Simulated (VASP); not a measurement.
# Al (P6_3/mmc) in VASP: notebook

Al is run at these levels: LDA; tasks: single point.

All numbers are computed with VASP 6.6.1; they aren't measurements. Logs are shortened: lines on timing, memory, paths and dates and some standing lists are left out, and cuts for length are marked.

## Step 1: The cell of the first run

The structure is hexagonal, space group P6_3/mmc (No. 194). The conventional cell has a = 2.802 Å, b = 2.802 Å, c = 4.686 Å, α = 90.00°, β = 90.00°, γ = 120.00°. Within 3.7 Å of Al (site symmetry -6m2) lie 12 Al at 2.80 to 2.85 Å.

## Step 2: Single point, LDA

File INCAR:

```
SYSTEM = Al
ALGO = Normal
EDIFF = 1E-6
ENCUT = 520
GGA = CA
ISIF = 2
ISMEAR = 0
LASPH = .True.
LCHARG = .False.
LREAL = .False.
LWAVE = .False.
NBANDS = 10
NELM = 60
PREC = Accurate
SIGMA = 0.15
```

File KPOINTS:

```
k-points
0
Gamma
  18 18 10
  0 0 0
```

File POSCAR:

```
Al
1.0
    2.8024648109      0.0000000000      0.0000000000
   -1.4012324054      2.4270057195      0.0000000000
    0.0000000000      0.0000000000      4.6862330202
Al
2
Direct
    0.6666666667      0.3333333333      0.7500000000
    0.3333333333      0.6666666667      0.2500000000
```

Potentials or basis: VASP PAW LDA potentials, release 64 (Al).

Command:

```console
$ cat potpaw_LDA.64/Al/POTCAR > POTCAR
$ mpirun -np 1 vasp_std > vasp.out
```

OUTCAR:

```text
SYSTEM = Al
   EDIFF = 1E-6
   ENCUT = 520
   GGA = CA
   ISIF = 2
   ISMEAR = 0
   LASPH = .True.
   LREAL = .False.
   NELM = 60
   PREC = Accurate

 ion  position               nearest neighbor table
   1  0.667  0.333  0.750-   2 2.85   2 2.85   2 2.85   2 2.85   2 2.85   2 2.85
   2  0.333  0.667  0.250-   1 2.85   1 2.85   1 2.85   1 2.85   1 2.85   1 2.85

  LATTYP: Found a hexagonal cell.
 ALAT       =     2.8024648109
 C/A-ratio  =     1.6721826451

  Lattice vectors:

 A1 = (   2.8024648109,   0.0000000000,   0.0000000000)
 A2 = (  -1.4012324054,   2.4270057195,   0.0000000000)
 A3 = (   0.0000000000,   0.0000000000,   4.6862330202)

Analysis of symmetry for initial positions (statically):
=====================================================================
 Subroutine PRICEL returns:
 Original cell was already a primitive cell.

 Routine SETGRP: Setting up the symmetry group for a
 hexagonal supercell.

 Subroutine GETGRP returns: Found 24 space group operations
 (whereof 12 operations were pure point group operations)
 out of a pool of 24 trial point group operations.

The static configuration has the point symmetry D_3d.
 The point group associated with its full space group is D_6h.

Analysis of symmetry for dynamics (positions and initial velocities):
=====================================================================
 Subroutine PRICEL returns:
 Original cell was already a primitive cell.

 Routine SETGRP: Setting up the symmetry group for a
 hexagonal supercell.

 Subroutine GETGRP returns: Found 24 space group operations
 (whereof 12 operations were pure point group operations)
 out of a pool of 24 trial point group operations.

The dynamic configuration has the point symmetry D_3d.
 The point group associated with its full space group is D_6h.

 Subroutine INISYM returns: Found 24 space group operations
 (whereof 12 operations are pure point group operations),
 and found     1 'primitive' translations

----------------------------------------------------------------------------------------

                                     Primitive cell

  volume of cell :      31.8739

  direct lattice vectors                    reciprocal lattice vectors
     2.802464811  0.000000000  0.000000000     0.356828745  0.206015172  0.000000000
    -1.401232405  2.427005719  0.000000000     0.000000000  0.412030343  0.000000000
     0.000000000  0.000000000  4.686233020     0.000000000  0.000000000  0.213391011

  length of vectors
     2.802464811  2.802464811  4.686233020     0.412030343  0.412030343  0.213391011

  position of ions in fractional coordinates (direct lattice)
     0.666666667  0.333333333  0.750000000
     0.333333333  0.666666667  0.250000000

  ion indices of the primitive-cell ions
   primitive index   ion index
                 1           1
                 2           2

----------------------------------------------------------------------------------------

 KPOINTS: k-points

Automatic generation of k-mesh.
 Grid dimensions read from file:
 generate k-points for:   18   18   10

 Generating k-lattice:

  Cartesian coordinates                     Fractional coordinates (reciprocal lattice)
     0.019823819  0.011445287  0.000000000     0.055555556  0.000000000  0.000000000
     0.000000000  0.022890575  0.000000000     0.000000000  0.055555556  0.000000000
     0.000000000  0.000000000  0.021339101     0.000000000  0.000000000  0.100000000

  Length of vectors
     0.022890575  0.022890575  0.021339101

  Shift w.r.t. Gamma in fractional coordinates (k-lattice)
     0.000000000  0.000000000  0.000000000

 Subroutine IBZKPT returns following result:
 ===========================================

 Found    222 irreducible k-points:

 Following reciprocal coordinates:
            Coordinates               Weight
  0.000000  0.000000  0.000000      1.000000
  0.055556  0.000000  0.000000      6.000000
  0.111111  0.000000  0.000000      6.000000
  0.166667  0.000000  0.000000      6.000000
  0.222222  0.000000  0.000000      6.000000
  0.277778  0.000000  0.000000      6.000000
[... 16 lines left out ...]
  0.333333  0.111111  0.000000     12.000000
  0.388889  0.111111  0.000000     12.000000
 [... further k-points ...]
   k-points           NKPTS =    222   k-points in BZ     NKDIM =    222   number of bands    NBANDS=     10
   number of dos      NEDOS =    301   number of ions     NIONS =      2
   total plane-waves  NPLWV =  20736
   dimension x,y,z NGX =    24 NGY =   24 NGZ =   36
   dimension x,y,z NGXF=    48 NGYF=   48 NGZF=   72
   ions per type =               2
   NGX,Y,Z   is equivalent  to a cutoff of  14.24, 14.24, 12.77 a.u.
   NGXF,Y,Z  is equivalent  to a cutoff of  28.47, 28.47, 25.54 a.u.
 SYSTEM =  Al
   PREC   = accura    normal or accurate (medium, high low for compatibility)
   ISTART =      0    job   : 0-new  1-cont  2-samecut
   ICHARG =      2    charge: 1-file 2-atom 10-const
   ISPIN  =      1    spin polarized calculation?
   LNONCOLLINEAR =      F non collinear calculations
   LSORBIT =      F    spin-orbit coupling
   LASPH  =      T    aspherical Exc in radial PAW
   ENCUT  =  520.0 eV  38.22 Ry    6.18 a.u.   5.21  5.21  8.71*2*pi/ulx,y,z
   NELM   =     60;   NELMIN=  2; NELMDL= -5     # of ELM steps
   EDIFF  = 0.1E-05   stopping-criterion for ELM
   LREAL  =      F    real-space projection
   EDIFFG = 0.1E-04   stopping-criterion for IOM
   NSW    =      0    number of steps for IOM
   IBRION =     -1    ionic relax: 0-MD 1-quasi-New 2-CG
   NFREE  =      0    steps in history (QN), initial steepest desc. (CG)
   ISIF   =      2    stress and relaxation
   ISYM   =      2    0-nonsym 1-usesym 2-fastsym
   POTIM  = 0.5000    time-step for ionic-motion
   TEBEG  =    0.0;   TEEND  =   0.0 temperature during run
   PSTRESS=    0.0 pullay stress
   NELECT =       6.0000    total number of electrons
   NUPDOWN=      -1.0000    fix difference up-down
   EMIN   =  10.00;   EMAX   =-10.00  energy-range for DOS
   EFERMI =   0.00;   METHOD = LEGACY
   ISMEAR =     0;   SIGMA  =   0.15  broadening in eV -4-tet -1-fermi 0-gaus
   EFERMI_NEDOS =   21; number of points for ismear=-14 and -15
   IALGO  =     38    algorithm
   IMIX   =      4    mixing-type and parameters
     AMIX     =   0.40;   BMIX     =  1.00
     AMIX_MAG =   1.60;   BMIX_MAG =  1.00
  volume/ion in A,a.u.               =      15.94       107.55
  Fermi-wavevector in a.u.,A,eV,Ry     =   0.938239  1.773015 11.977114  0.880293
  Thomas-Fermi vector in A             =   2.065431
   LORBIT       =      0    0 simple, 1 ext, 2 COOP (PROOUT), +10 PAW based schemes
   GGA     = CA    functional components
   LHFCALC =     F    Hartree Fock is set to
   AEXX    =    0.0000 exact exchange contribution
   IVDW    =     0    specifies the selected vdW correction
   LEPSILON=     F    determine dielectric tensor
   LRPA    =     F    only Hartree local field effects (RPA)
 non-spin polarized calculation
 Gauss-broadening in eV      SIGMA  =   0.15
  energy-cutoff  :      520.00
  volume of cell :       31.87
 maximum number of plane-waves:       881
 NGX is ok and might be reduce to    24
   NGX = 11   NGY = 11   NGZ = 17

 number of electron       6.0000000 magnetization

 Free energy of the ion-electron system (eV)
  ---------------------------------------------------
  ext. energy  EPLUGINS =         0.00000000
  ---------------------------------------------------
  free energy    TOTEN  =        -8.31552504 eV

  energy without entropy =       -8.30461944  energy(sigma->0) =       -8.31007224

 E-fermi :   8.1453     XC(G=0): -10.4738

 val. band max:        8.1293937935   @ k =   0.3889   0.1667   0.2000
 cond. band min:       8.1571724544   @ k =   0.5000  -0.0000   0.1000
 fundamental gap:      0.0277786609
 Fermi energy:         8.1452912489

 k-point     1 :       0.0000    0.0000    0.0000
  band No.  band energies     occupation
      1      -3.1879      2.00000
      2       3.3455      2.00000
      3       3.4170      2.00000
      4      19.2868      0.00000
      5      19.2868      0.00000
      6      19.5856      0.00000
      7      19.5856      0.00000
      8      20.0774      0.00000
      9      21.9582      0.00000
     10      22.7792      0.00000

 k-point     2 :       0.0556    0.0000    0.0000
  band No.  band energies     occupation
      1      -3.1106      2.00000
      2       3.4171      2.00000
      3       3.4925      2.00000
      4      17.6307      0.00000
      5      18.3117      0.00000
      6      19.3723      0.00000
      7      20.6882      0.00000
      8      20.8023      0.00000
      9      21.9502      0.00000
     10      23.0411      0.00000

 k-point     3 :       0.1111    0.0000    0.0000
  band No.  band energies     occupation
      1      -2.8788      2.00000
      2       3.6321      2.00000
      3       3.7183      2.00000
      4      15.5122      0.00000
      5      17.3334      0.00000
      6      18.6186      0.00000
      7      20.6962      0.00000
      8      21.2655      0.00000
      9      21.9872      0.00000
     10      22.0583      0.00000

 k-point     4 :       0.1667    0.0000    0.0000
  band No.  band energies     occupation
      1      -2.4935      2.00000
      2       3.9904      2.00000
      3       4.0916      2.00000
      4      13.4073      0.00000
      5      16.4845      0.00000
      6      17.6796      0.00000
      7      19.3731      0.00000
      8      19.4147      0.00000
      9      21.7948      0.00000
     10      22.0230      0.00000

 k-point     5 :       0.2222    0.0000    0.0000
  band No.  band energies     occupation
      1      -1.9559      2.00000
      2       4.4919      2.00000
      3       4.6063      2.00000
      4      11.3918      0.00000
      5      15.7671      0.00000
      6      16.5343      0.00000
      7      17.4003      0.00000
      8      18.1336      0.00000
      9      21.1810      0.00000
     10      21.7529      0.00000

 k-point     6 :       0.2778    0.0000    0.0000
  band No.  band energies     occupation
      1      -1.2680      2.00000
      2       5.1364      2.00000
      3       5.2467      2.00000
      4       9.5030      0.00000
      5      15.1387      0.00000
      6      15.1812      0.00000
      7      15.5101      0.00000
      8      17.2150      0.00000
      9      20.6715      0.00000
     10      21.1108      0.00000
[... 183 lines left out ...]
 k-point    21 :       0.2222    0.1111    0.0000
  band No.  band energies     occupation
      1      -1.0395      2.00000
      2       5.3512      2.00000
      3       5.4593      2.00000
      4       9.7086      0.00000
      5      12.1747      0.00000
      6      15.6555      0.00000
      7      15.8951      0.00000
      8      18.3277      0.00000
      9      18.5274      0.00000
     10      19.9096      0.00000

 k-point    22 :       0.2778    0.1111    0.0000
  band No.  band energies     occupation
      1      -0.2052      2.00000
      2       6.1351      2.00000
      3       6.1374      2.00000
      4       8.0390      1.68368
      5      11.6297      0.00000
      6      13.9218      0.00000
      7      14.3320      0.00000
      8      17.9037      0.00000
      9      17.9759      0.00000
     10      19.4957      0.00000

 k-point    23 :       0.3333    0.1111    0.0000
  band No.  band energies     occupation
      1       0.7736      2.00000
      2       5.8921      2.00000
      3       7.0619      2.00000
      4       7.5383      2.00000
      5      11.1333      0.00000
      6      12.3029      0.00000
      7      12.9625      0.00000
      8      17.5922      0.00000
      9      17.5968      0.00000
     10      19.1852      0.00000

 k-point    24 :       0.3889    0.1111    0.0000
  band No.  band energies     occupation
      1       1.8922      2.00000
      2       4.5177      2.00000
      3       8.1077      1.27682
      4       8.4029      0.01515
      5      10.4767      0.00000
      6      10.8357      0.00000
      7      12.0286      0.00000
      8      17.3645      0.00000
      9      17.4111      0.00000
     10      18.9944      0.00000

 [... further k-points ...]

------------------------ aborting loop because EDIFF is reached ----------------------------------------

  FORCE on cell =-STRESS in cart. coord.  units (eV):
  Direction    XX          YY          ZZ          XY          YZ          ZX
  --------------------------------------------------------------------------------------
  -------------------------------------------------------------------------------------
  Total        0.0344593      0.0344593     -0.0082394      0.0000000     -0.0000000      0.0000000
  in kB        1.7321392      1.7321392     -0.4141654      0.0000000     -0.0000000      0.0000000
  external PRESSURE =       1.0167043 kB  Pullay stress =       0.0000000 kB

 VOLUME and BASIS-vectors are now :
 -----------------------------------------------------------------------------
  energy-cutoff  :      520.00
  volume of cell :       31.87
      direct lattice vectors                 reciprocal lattice vectors
     2.802464811  0.000000000  0.000000000     0.356828745  0.206015172  0.000000000
    -1.401232405  2.427005719  0.000000000     0.000000000  0.412030343  0.000000000
     0.000000000  0.000000000  4.686233020     0.000000000  0.000000000  0.213391011

 POSITION                                       TOTAL-FORCE (eV/Angst)
 -----------------------------------------------------------------------------------
      1.40123      0.80900      3.51467         0.000000     -0.000000      0.000000
     -0.00000      1.61800      1.17156        -0.000000      0.000000      0.000000
 -----------------------------------------------------------------------------------
    total drift:                                0.000000     -0.000000     -0.000000

  FREE ENERGIE OF THE ION-ELECTRON SYSTEM (eV)
  ---------------------------------------------------
  free  energy   TOTEN  =        -8.3155250364 eV

  energy  without entropy=       -8.3046194412  energy(sigma->0) =       -8.31007224
```

Wall time 26 s (1 thread of Intel Xeon 6975P-C, shared host); peak memory 0.17 GiB.

What came out:

```yaml
Free_energy: -8.3155 eV
Pressure: 0.1 GPa
Band_gap_on_the_k_mesh: zero (band 3 reaches 12.15 eV, above the bottom of band 4 at 4.94 eV)
```

## Step 3: Single point, LDA

This run uses another cell than the first one, of 16.01 Å³/atom, 1.004 times its volume.

File INCAR:

```
SYSTEM = Al
  PREC = Accurate
  ENCUT = 520
  EDIFF = 1E-6
  ISMEAR = 0
  SIGMA = 0.15
  LREAL = .FALSE.
  LASPH = .TRUE.
  NELM = 60
  ALGO = Normal
  ISIF = 2
  LWAVE = .FALSE.
  LCHARG = .FALSE.
  NBANDS = 10
```

File KPOINTS:

```
Automatic mesh
0
G
  18 18 10
  0 0 0
```

File POSCAR:

```
Al
1.0
    2.8445000000      0.0000000000      0.0000000000
   -1.4222500000      2.4634092611      0.0000000000
    0.0000000000      0.0000000000      4.5691000000
Al
2
Direct
    0.6666666667      0.3333333333      0.7500000000
    0.3333333333      0.6666666667      0.2500000000
```

Potentials or basis: VASP PAW LDA potentials, release 64 (Al).

Command:

```console
$ cat potpaw_LDA.64/Al/POTCAR > POTCAR
$ mpirun -np 1 vasp_std > vasp.out
```

Run time: 27 s. Hardware: 1 thread of Intel Xeon 6975P-C, shared host; peak memory 0.17 GiB.

It converged, with:

```yaml
Free_energy: -8.3145 eV
Pressure: -0.3 GPa
Band_gap_on_the_k_mesh: zero (band 3 reaches 12.54 eV, above the bottom of band 4 at 4.82 eV)
```

Stress tensor (GPa, compression positive):
```
-0.72  0.00  0.00
 0.00 -0.72  0.00
 0.00  0.00  0.67
```

Levels at points of the mesh, in eV from the Fermi level:
| k point | band 1 | band 2 | band 3 | band 4 | band 5 | band 6 | band 7 |
| --- | --- | --- | --- | --- | --- | --- | --- |
| (0.00, 0.00, 0.00) | -11.31 | -4.58 | -4.24 | 10.42 | 10.42 | 10.89 | 10.89 |
| (0.50, 0.00, 0.00) | -5.48 | -5.26 | 0.62 | 1.31 | 1.54 | 1.91 | 5.47 |
| (0.00, 0.00, 0.50) | -9.56 | -9.56 | 3.80 | 3.80 | 11.72 | 11.72 | 11.72 |
| (0.50, 0.00, 0.50) | -4.01 | -4.01 | -3.29 | -3.29 | 6.97 | 6.97 | 7.68 |

## Step 4: Single point, LDA

This run uses another cell than the first one, of 15.99 Å³/atom, 1.003 times its volume.

File INCAR:

```
SYSTEM = Al
PREC     = Accurate       ! precision mode
ENCUT    = 520            ! plane-wave cutoff, eV
EDIFF    = 1E-6           ! SCF threshold, eV
ISMEAR   = 0              ! smearing method
SIGMA    = 0.15           ! smearing width, eV
LREAL    = .FALSE.        ! projectors in reciprocal space
LASPH    = .TRUE.         ! aspherical terms in the spheres
NELM     = 60             ! most SCF steps
ALGO     = Fast           ! electronic algorithm
ISIF     = 2              ! what is computed and relaxed
LWAVE    = .FALSE.        ! write WAVECAR
LCHARG   = .FALSE.        ! write CHGCAR
GGA      = CA             ! functional
NBANDS   = 10             ! bands
```

KPOINTS is that of step 3.

File POSCAR:

```
Al
1.0
    2.7394000000      0.0000000000      0.0000000000
   -1.3697000000      2.3723899911      0.0000000000
    0.0000000000      0.0000000000      4.9205000000
Al
2
Direct
    0.6666666667      0.3333333333      0.7500000000
    0.3333333333      0.6666666667      0.2500000000
```

Command:

```console
$ cat potpaw_LDA.64/Al/POTCAR > POTCAR
$ mpirun -np 1 vasp_std > vasp.out
```

Run time: 34 s. Hardware: 1 thread of Intel Xeon 6975P-C, shared host; peak memory 0.17 GiB.

Results (log left out):

- Free energy: -8.2908 eV
- Pressure: 0.7 GPa
- Band gap on the k mesh: zero (band 3 reaches 11.52 eV, above the bottom of band 4 at 5.08 eV)

Stress tensor (GPa, compression positive):
```
 2.68  0.00  0.00
 0.00  2.68  0.00
 0.00  0.00 -3.34
```

Levels at points of the mesh, in eV from the Fermi level:
| k point | band 1 | band 2 | band 3 | band 4 | band 5 | band 6 |
| --- | --- | --- | --- | --- | --- | --- |
| (0.00, 0.00, 0.00) | -11.29 | -5.56 | -5.09 | 10.61 | 11.53 | 12.33 |
| (0.50, 0.00, 0.00) | -4.92 | -4.91 | 0.36 | 0.67 | 1.19 | 1.45 |
| (0.00, 0.00, 0.50) | -9.78 | -9.78 | 1.82 | 1.82 | 13.15 | 13.15 |
| (0.50, 0.00, 0.50) | -3.83 | -3.83 | -3.01 | -3.01 | 7.37 | 7.37 |

## Step 5: The runs side by side

| cell | gap on the mesh (eV) | pressure (GPa) |
| --- | --- | --- |
| a = 2.802, b = 2.802, c = 4.686 Å, angles 90.0, 90.0, 120.0°, 2 atoms | none | 0.1 |
| a = 2.845, b = 2.845, c = 4.569 Å, angles 90.0, 90.0, 120.0°, 2 atoms | none | -0.3 |
| a = 2.739, b = 2.739, c = 4.920 Å, angles 90.0, 90.0, 120.0°, 2 atoms | none | 0.7 |

Alike in all rows: task single point; level LDA; potentials or basis VASP PAW LDA potentials, release 64 (Al); no spin polarisation; k mesh 18 × 18 × 10; cutoff (eV) 520; smearing gaussian 0.15 eV.

Total energies depend on the potentials used, so only differences within one code and one set of settings carry meaning.
